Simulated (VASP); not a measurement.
**Mo: single point with PBE**

Crystal: Mo.

```
Mo
1.0
     2.13317    0.00000    0.00000
     0.00000    2.13317    0.00000
     0.00000    0.00000    2.13317
Mo
1
Direct
  0.00000 0.00000 0.00000
```

This cell differs from its parent crystal: volume scaled by 0.55.

```yaml
Program: VASP 6.6.1
Task: single point
Functional: PBE
Potentials_or_basis: VASP PAW PBE potentials, release 64 (Mo_sv)
Cutoff: 520 eV
k_mesh: 16 × 16 × 16
Occupations: fermi-dirac, width 0.08 eV
Spin: no spin polarisation
```

```
Pressure               : 392.3 GPa
Band gap on the k mesh : zero (band 7 reaches 24.60 eV, above the bottom of band 8 at 20.05 eV)
```

Levels at points of the mesh, in eV from the Fermi level:
```tsv
k point	band 4	band 5	band 6	band 7	band 8	band 9	band 10	band 11
(0.00, 0.00, 0.00)	-33.16	-8.66	-8.66	-7.36	8.14	8.14	8.14	21.67
(0.50, 0.00, 0.00)	-32.39	-6.76	-3.80	0.39	0.39	1.44	9.05	14.43
(0.50, 0.50, 0.00)	-31.69	-11.80	-3.20	2.05	2.05	10.25	10.25	13.34
(0.50, 0.50, 0.50)	-37.60	-8.65	-8.65	-8.65	5.08	13.99	13.99	25.52
```

Wall time 3.7 s on 1 thread of Intel(R) Xeon(R) 6975P-C (Granite Rapids), on a shared host, peak memory 0.12 GiB.
